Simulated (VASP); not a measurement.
# Ni: single point with PBE

The system is Ni.

```xyz
2
Lattice="3.6150 1.8075 1.8075 1.8075 3.6150 1.8075 1.8075 1.8075 3.6150" Properties=species:S:1:pos:R:3 pbc="T T T"
Ni    0.0000    0.0000    0.0000
Ni    3.6150    3.6150    3.6150
```

* Program: VASP 6.6.1
* Task: single point
* Functional: PBE
* Potentials or basis: VASP PAW PBE potentials, release 64 (Ni)
* Cutoff: 520 eV
* k mesh: 13 × 13 × 13
* Occupations: fermi-dirac, width 0.1 eV
* Spin: collinear spin, ferromagnetic start
* Starting moments: [2.0, 2.0] μB
* Dipole correction: no
* Further INCAR settings: ALGO = Normal; EDIFF = 1e-06; NBANDS = 21

```
Pressure                                              : -12.8 GPa
Net moment                                            : 1.27 μB per cell
Site moments                                          : Ni +0.65 μB
Valence electrons inside the program's atomic spheres : Ni 9.18
```

Stress tensor (GPa, compression positive):
```
-12.81   0.06   0.06
  0.06 -12.81   0.06
  0.06   0.06 -12.81
```

Levels at points of the mesh, in eV from the Fermi level:
Spin up:
```tsv
k point	band 9	band 10	band 11	band 12	band 13	band 14
(0.00, 0.00, 0.00)	-1.19	-0.61	-0.61	-0.13	5.11	21.56
```
Spin down:
```csv
k point,band 7,band 8,band 9,band 10,band 11,band 12
"(0.00, 0.00, 0.00)",-1.47,-0.58,-0.58,-0.20,0.15,0.15
```

Run time: 9.6 min on 1 thread of AMD EPYC 9R14 (Zen 4) (shared host), peak memory 0.32 GiB.

Caveat: the cell stands under tension.
